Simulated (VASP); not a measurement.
# Si (C2/c) in VASP: further runs, part 2 of 2

VASP 6.6.1. Earlier steps stand in the parts before.

## 3. Single point, PBE+D3(BJ) (strain +0.0750 x Voigt [0, 0, 0, 0, 1, 0])

INCAR reads:

```
PREC = Accurate
ENCUT = 520
EDIFF = 1E-7
ISMEAR = 0
SIGMA = 0.15
LREAL = False
LASPH = True
NELM = 60
ALGO = Normal
ISIF = 2
LWAVE = False
LCHARG = False
GGA = PE
IVDW = 12
NBANDS = 11
```

KPOINTS reads:

```
Automatic mesh
0
Gamma
  24 24 14
```

POSCAR reads:

```
Si
1.0
    2.6369973380      0.0000000000      0.0988874002
   -1.3184986690      2.2837066844     -0.0494437001
    0.1690871807      0.0000000000      4.5089914857
Si
2
Direct
    0.3333333333      0.6666666667      0.2500000000
    0.6666666667      0.3333333333      0.7500000000
```

Potentials or basis: VASP PAW PBE potentials, release 64 (Si).

Launch:

```bash
$ cat potpaw_PBE.64/Si/POTCAR > POTCAR
$ mpirun -np 1 vasp_std > vasp.out
```

OUTCAR:

```text
PREC = Accurate
   ENCUT = 520
   EDIFF = 1E-7
   ISMEAR = 0
   LREAL = False
   LASPH = True
   NELM = 60
   ISIF = 2
   GGA = PE
   IVDW = 12
 IVDW          = 12

 ion  position               nearest neighbor table
   1  0.333  0.667  0.250-   2 2.64   2 2.64   2 2.72   2 2.72   2 2.80   2 2.80
   2  0.667  0.333  0.750-   1 2.64   1 2.64   1 2.72   1 2.72   1 2.80   1 2.80

  LATTYP: Found a base centered monoclinic cell.
 ALAT       =     2.6388508254
 B/A-ratio  =     1.7308342423
 C/A-ratio  =     1.7098961082
 COS(beta)  =    -0.0748946794

  Lattice vectors:

 A1 = (  -1.3184986690,   2.2837066844,  -0.0494437001)
 A2 = (  -1.3184986690,  -2.2837066844,  -0.0494437001)
 A3 = (   0.1690871807,   0.0000000000,   4.5089914857)

Analysis of symmetry for initial positions (statically):
=====================================================================
 Subroutine PRICEL returns:
 Original cell was already a primitive cell.

 Routine SETGRP: Setting up the symmetry group for a
 base centered monoclinic supercell.

 Subroutine GETGRP returns: Found  4 space group operations
 (whereof  2 operations were pure point group operations)
 out of a pool of  4 trial point group operations.

The static configuration has the point symmetry S_2 .
 The point group associated with its full space group is C_2h.

Analysis of symmetry for dynamics (positions and initial velocities):
=====================================================================
 Subroutine PRICEL returns:
 Original cell was already a primitive cell.

 Routine SETGRP: Setting up the symmetry group for a
 base centered monoclinic supercell.

 Subroutine GETGRP returns: Found  4 space group operations
 (whereof  2 operations were pure point group operations)
 out of a pool of  4 trial point group operations.

The dynamic configuration has the point symmetry S_2 .
 The point group associated with its full space group is C_2h.

 Subroutine INISYM returns: Found  4 space group operations
 (whereof  2 operations are pure point group operations),
 and found     1 'primitive' translations

[... 124 lines left out ...]
   LRPA    =     F    only Hartree local field effects (RPA)
 non-spin polarized calculation
 Gauss-broadening in eV      SIGMA  =   0.15
  energy-cutoff  :      520.00
  volume of cell :       27.12
 maximum number of plane-waves:       752
   NGX =  9   NGY =  9   NGZ = 17

 number of electron       8.0000001 magnetization

 Free energy of the ion-electron system (eV)
  ---------------------------------------------------
  ext. energy  EPLUGINS =         0.00000000
  ---------------------------------------------------
  free energy    TOTEN  =        -9.80126825 eV

  energy without entropy =       -9.79275426  energy(sigma->0) =       -9.79701126

 E-fermi :  11.0410     XC(G=0): -11.4579

 val. band max:       11.0369401230   @ k =  -0.3333   0.5000   0.2857
 cond. band min:      11.0412348228   @ k =  -0.3333  -0.0000   0.2857
 fundamental gap:      0.0042946998
 Fermi energy:        11.0409640485

 k-point     1 :       0.0000    0.0000    0.0000
  band No.  band energies     occupation
      1      -4.0248      2.00000
      2       2.6131      2.00000
      3       3.4740      2.00000
      4      20.5073      0.00000
      5      20.5702      0.00000
      6      21.6644      0.00000
      7      21.6979      0.00000
      8      21.9470      0.00000
      9      21.9576      0.00000
     10      24.9612      0.00000
     11      25.2518      0.00000
[... 309 lines left out ...]
 k-point    24 :       0.4167    0.0417   -0.0000
  band No.  band energies     occupation
      1       1.2828      2.00000
      2       4.6863      2.00000
      3       7.3410      2.00000
      4       8.9382      2.00000
      5      10.4950      2.00000
      6      12.6628      0.00000
      7      14.3608      0.00000
      8      18.1641      0.00000
      9      19.6224      0.00000
     10      21.7863      0.00000
     11      23.6050      0.00000

 [... further k-points ...]

------------------------ aborting loop because EDIFF is reached ----------------------------------------

 Edisp (eV)   -0.91681

 E8    (eV) :    -0.3750

  FORCE on cell =-STRESS in cart. coord.  units (eV):
  Direction    XX          YY          ZZ          XY          YZ          ZX
  --------------------------------------------------------------------------------------
  -------------------------------------------------------------------------------------
  Total       0.07487     0.03774     0.09303     0.00000     0.00000    -0.29891
  in kB       4.42379     2.22968     5.49662     0.00000     0.00000   -17.66168
  external pressure =        4.05 kB  Pullay stress =        0.00 kB

 VOLUME and BASIS-vectors are now :
 -----------------------------------------------------------------------------
  energy-cutoff  :      520.00
  volume of cell :       27.12
      direct lattice vectors                 reciprocal lattice vectors
     2.636997338  0.000000000  0.098887400     0.379753220  0.218942303 -0.014240746
    -1.318498669  2.283706684 -0.049443700     0.000000000  0.437884605  0.000000000
     0.169087181  0.000000000  4.508991486    -0.008328427  0.000000000  0.222091400

 POSITION                                       TOTAL-FORCE (eV/Angst)
 -----------------------------------------------------------------------------------
      0.04227      1.52247      1.12725        -0.000000     -0.025573     -0.000000
      1.44531      0.76124      3.43119         0.000000      0.025573      0.000000
 -----------------------------------------------------------------------------------
    total drift:                                0.000000     -0.000000      0.000000

  FREE ENERGIE OF THE ION-ELECTRON SYSTEM (eV)
  ---------------------------------------------------
  free  energy   TOTEN  =       -10.7180800200 eV

  energy  without entropy=      -10.7095660362  energy(sigma->0) =      -10.71382303
```

OSZICAR:

```text
N       E                     dE             d eps       ncg     rms          rms(c)
DAV:   1     0.594402034897E+01    0.59440E+01   -0.35102E+03 46524   0.618E+02
DAV:   2    -0.943133326918E+01   -0.15375E+02   -0.14722E+02 60544   0.860E+01
DAV:   3    -0.984449043146E+01   -0.41316E+00   -0.40956E+00 60652   0.114E+01
DAV:   4    -0.984587286502E+01   -0.13824E-02   -0.13822E-02 56005   0.825E-01
DAV:   5    -0.984587753827E+01   -0.46733E-05   -0.46743E-05 58620   0.441E-02    0.429E+00
DAV:   6    -0.981764534097E+01    0.28232E-01   -0.72485E-03 53026   0.408E-01    0.238E+00
DAV:   7    -0.980139232055E+01    0.16253E-01   -0.14195E-02 50847   0.570E-01    0.158E-01
DAV:   8    -0.980126984266E+01    0.12248E-03   -0.18108E-04 65945   0.941E-02    0.168E-02
DAV:   9    -0.980126965626E+01    0.18640E-06   -0.24558E-06 54866   0.916E-03    0.271E-03
DAV:  10    -0.980126845554E+01    0.12007E-05   -0.11027E-07 49292   0.180E-03    0.189E-03
DAV:  11    -0.980126826253E+01    0.19301E-06   -0.85423E-09 32986   0.616E-04    0.212E-04
DAV:  12    -0.980126824723E+01    0.15297E-07   -0.75155E-10 30313   0.196E-04
   1 F= -.10718080E+02 E0= -.10713823E+02  d E =-.851398E-02
```

stdout:

```text
POSCAR found type information on POSCAR Si
 POSCAR found :  1 types and       2 ions
 scaLAPACK will be used
 LDA part: xc-table for (Slater+PW92), standard interpolation
 POSCAR, INCAR and KPOINTS ok, starting setup
 FFT: planning ... GRIDC
 FFT: planning ... GRID_SOFT
 FFT: planning ... GRID
 WAVECAR not read
 entering main loop
```

Wall time 2.8 min (1 thread of Intel Xeon 6975P-C (Granite Rapids), shared host); peak memory 0.57 GiB.

What came out:

```yaml
Free_energy: -10.7181 eV
Pressure: 0.4 GPa
Largest_force: 0.026 eV/Å
Band_gap_on_the_k_mesh: zero (bands 4 and 5 overlap by 13.34 eV)
Dispersion_energy_per_atom: -0.458 eV
```

Forces in eV/Å, atoms in the order of the input:
```
Si   0.000 -0.026  0.000
Si   0.000  0.026  0.000
```

Caveat: the cell differs from its parent crystal (strain +0.0750 x Voigt [0, 0, 0, 0, 1, 0]).

## 4. Single point, PBE+D3(BJ) (strain +0.0875 x Voigt [0, 0, 0, 0, 1, 0])

INCAR reads:

```
SYSTEM = Si
PREC = Accurate
ENCUT = 520
EDIFF = 1E-7
ISMEAR = 0
SIGMA = 0.15
LREAL = .False.
LASPH = .True.
NELM = 60
ALGO = Normal
ISIF = 2
LWAVE = .False.
LCHARG = .True.
GGA = PE
IVDW = 12
LELF = .True.
LVHAR = .True.
NBANDS = 11
```

KPOINTS reads:

```
Automatic mesh
0
Gamma
  24 24 14
  0 0 0
```

POSCAR reads:

```
Si
1.0
    2.6369973380      0.0000000000      0.1153686335
   -1.3184986690      2.2837066844     -0.0576843168
    0.1972683775      0.0000000000      4.5089914857
Si
2
Direct
    0.3333333333      0.6666666667      0.2500000000
    0.6666666667      0.3333333333      0.7500000000
```

Potentials or basis: VASP PAW PBE potentials, release 64 (Si).

Launch:

```bash
$ cat potpaw_PBE.64/Si/POTCAR > POTCAR
$ mpirun -np 1 vasp_std > vasp.out
```

OUTCAR:

```text
SYSTEM = Si
   PREC = Accurate
   ENCUT = 520
   EDIFF = 1E-7
   ISMEAR = 0
   LREAL = .False.
   LASPH = .True.
   NELM = 60
   ISIF = 2
   GGA = PE
   IVDW = 12
 IVDW          = 12

 ion  position               nearest neighbor table
   1  0.333  0.667  0.250-   2 2.63   2 2.63   2 2.72   2 2.72   2 2.82   2 2.82
   2  0.667  0.333  0.750-   1 2.63   1 2.63   1 2.72   1 2.72   1 2.82   1 2.82

  LATTYP: Found a base centered monoclinic cell.
 ALAT       =     2.6395198204
 B/A-ratio  =     1.7303955566
 C/A-ratio  =     1.7098961082
 COS(beta)  =    -0.0873328395

  Lattice vectors:

 A1 = (  -1.3184986690,   2.2837066844,  -0.0576843168)
 A2 = (  -1.3184986690,  -2.2837066844,  -0.0576843167)
 A3 = (   0.1972683775,   0.0000000000,   4.5089914857)

Analysis of symmetry for initial positions (statically):
=====================================================================
 Subroutine PRICEL returns:
 Original cell was already a primitive cell.

 Routine SETGRP: Setting up the symmetry group for a
 base centered monoclinic supercell.

 Subroutine GETGRP returns: Found  4 space group operations
 (whereof  2 operations were pure point group operations)
 out of a pool of  4 trial point group operations.

[... 178 lines left out ...]
      6      21.6676      0.00000
      7      21.7164      0.00000
      8      21.9658      0.00000
      9      21.9816      0.00000
     10      24.9801      0.00000
     11      25.1465      0.00000
[... 309 lines left out ...]
 k-point    24 :       0.4167    0.0417   -0.0000
  band No.  band energies     occupation
      1       1.2895      2.00000
      2       4.6966      2.00000
      3       7.2446      2.00000
      4       9.0636      2.00000
      5      10.3701      2.00000
      6      12.8180      0.00000
      7      14.3833      0.00000
      8      18.1795      0.00000
      9      19.5830      0.00000
     10      21.7917      0.00000
     11      23.5416      0.00000

 [... further k-points ...]

------------------------ aborting loop because EDIFF is reached ----------------------------------------

 Edisp (eV)   -0.91731

 E8    (eV) :    -0.3752

  FORCE on cell =-STRESS in cart. coord.  units (eV):
  Direction    XX          YY          ZZ          XY          YZ          ZX
  --------------------------------------------------------------------------------------
  -------------------------------------------------------------------------------------
  Total       0.07768     0.06676     0.14505     0.00000    -0.00000    -0.31785
  in kB       4.59204     3.94653     8.57508     0.00000    -0.00000   -18.79041
  external pressure =        5.70 kB  Pullay stress =        0.00 kB

 VOLUME and BASIS-vectors are now :
 -----------------------------------------------------------------------------
  energy-cutoff  :      520.00
  volume of cell :       27.10
      direct lattice vectors                 reciprocal lattice vectors
     2.636997338  0.000000000  0.115368633     0.379946433  0.218942303 -0.016622656
    -1.318498669  2.283706684 -0.057684317     0.000000000  0.437884605  0.000000000
     0.197268378  0.000000000  4.508991486    -0.009721442  0.000000000  0.222204397

 POSITION                                       TOTAL-FORCE (eV/Angst)
 -----------------------------------------------------------------------------------
      0.04932      1.52247      1.12725         0.000000     -0.032557      0.000000
      1.46645      0.76124      3.43943        -0.000000      0.032557     -0.000000
 -----------------------------------------------------------------------------------
    total drift:                                0.000000     -0.000000     -0.000000

  FREE ENERGIE OF THE ION-ELECTRON SYSTEM (eV)
  ---------------------------------------------------
  free  energy   TOTEN  =       -10.7141560508 eV

  energy  without entropy=      -10.7055910020  energy(sigma->0) =      -10.70987353
```

Run time: 2.9 min. Hardware: 1 thread of Intel Xeon 6975P-C (Granite Rapids), shared host; peak memory 0.57 GiB.

Results:

* Free energy: -10.7142 eV
* Pressure: 0.6 GPa
* Largest force: 0.033 eV/Å
* Band gap on the k mesh: zero (bands 4 and 5 overlap by 13.40 eV)
* Dispersion energy per atom: -0.459 eV

Forces in eV/Å, atoms in the order of the input:
```
Si   0.000 -0.033  0.000
Si   0.000  0.033  0.000
```

Caveat: the cell differs from its parent crystal (strain +0.0875 x Voigt [0, 0, 0, 0, 1, 0]).

## 5. Overview

```csv
cell,gap on the mesh (eV),pressure (GPa),largest force (eV/Å)
"a = 2.640, b = 2.638, c = 4.515 Å, angles 87.1, 95.7, 120.0°, 2 atoms",none,0.7,0.04
"a = 2.639, b = 2.637, c = 4.512 Å, angles 92.1, 85.7, 120.0°, 2 atoms",none,0.4,0.03
"a = 2.640, b = 2.638, c = 4.513 Å, angles 92.5, 85.0, 120.0°, 2 atoms",none,0.6,0.03
```

Alike in all rows: task single point; level PBE+D3(BJ); potentials or basis VASP PAW PBE potentials, release 64 (Si); no spin polarisation; k mesh 24 × 24 × 14; cutoff (eV) 520; smearing gaussian 0.15 eV.

Total energies depend on the potentials used, so only differences within one code and one set of settings carry meaning.
